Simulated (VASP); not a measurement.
Write the native input for VASP 6.6.1 that does the following.

```
Task                   : single point
Functional             : PBEsol
Potentials or basis    : VASP PAW PBE potentials, release 64 (Ti_sv, Si)
Cutoff                 : 520 eV
k mesh                 : 14 × 14 × 12
Occupations            : gaussian, width 0.15 eV
Spin                   : no spin polarisation
Dipole correction      : no
Further INCAR settings : ALGO = Normal; EDIFF = 1e-06; NBANDS = 29
```

The structure of TiSi2 lies in POSCAR:

```
TiSi2
1.0
    1.7897419415     -6.6138807106      0.0000000000
    1.7897419415      6.6138807106      0.0000000000
    0.0000000000      0.0000000000      3.6188641066
Ti Si
2 4
Direct
    0.8975108623      0.1024891377      0.7500000000
    0.1024891377      0.8975108623      0.2500000000
    0.5599809709      0.4400190291      0.7500000000
    0.4400190291      0.5599809709      0.2500000000
    0.2497198722      0.7502801278      0.7500000000
    0.7502801278      0.2497198722      0.2500000000
```

The input as run:

INCAR

```
PREC = Accurate ; ENCUT = 520
EDIFF = 1E-6 ; ISMEAR = 0
SIGMA = 0.15 ; LREAL = False
LASPH = True ; NELM = 100
ALGO = Normal ; ISIF = 2
LWAVE = False ; LCHARG = False
GGA = PS ; NBANDS = 29
```

KPOINTS

```
regular mesh
0
Gamma
  14 14 12
```

Potentials or basis: VASP PAW PBE potentials, release 64 (Ti_sv, Si).

Launch:

```sh
$ cat potpaw_PBE.64/Ti_sv/POTCAR potpaw_PBE.64/Si/POTCAR > POTCAR
$ mpirun -np 1 vasp_std > vasp.out
```

Results of the run:

```
Pressure               : -4.0 GPa
Largest force          : 0.143 eV/Å
Band gap on the k mesh : zero (bands 20 and 21 overlap by 1.00 eV)
```

Caveat: the stress differs along the axes, from -6 to 0 GPa; the PAW data sets were made with another functional, which shifts forces and pressure a little.

Run time: 12 min on 1 thread of Intel(R) Xeon(R) 6975P-C (Granite Rapids), on a shared host, peak memory 0.87 GiB.
